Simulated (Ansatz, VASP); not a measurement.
One calculation of SnO2, two programs

```
Sn O
1.0
     0.00000    2.49978    2.49978
     2.49978    0.00000    2.49978
     2.49978    2.49978    0.00000
Sn O
1 2
Cartesian
  0.0000 0.0000 0.0000
  1.2499 1.2499 1.2499
  3.7497 3.7497 3.7497
```

Alike in both runs: task single point; functional PBEsol; k mesh 14 × 14 × 14; occupations gaussian, width 0.1 eV; no spin polarisation.

```csv
,VASP,Ansatz
version,VASP 6.6.1,Ansatz 0.2.0
potentials or method,"VASP PAW PBE potentials, release 64 (Sn_d, O), cutoff 520 eV","scalar-relativistic, plane waves, PAW"
valence electrons in the cell,26,26
```

Ansatz gave:

| Quantity | Value |
| --- | --- |
| gap on the k mesh at the Fermi level (eV) | 0.61 |
| least direct gap on the mesh (eV) | 2.12 |
| pressure (GPa) | 11.8 |

Question: Which values does VASP return?

Answer: gap on the k mesh at the Fermi level (eV): 0.61; least direct gap on the mesh (eV): 2.12; pressure (GPa): 12.7.

VASP's potentials were made for PBE, not for PBEsol.
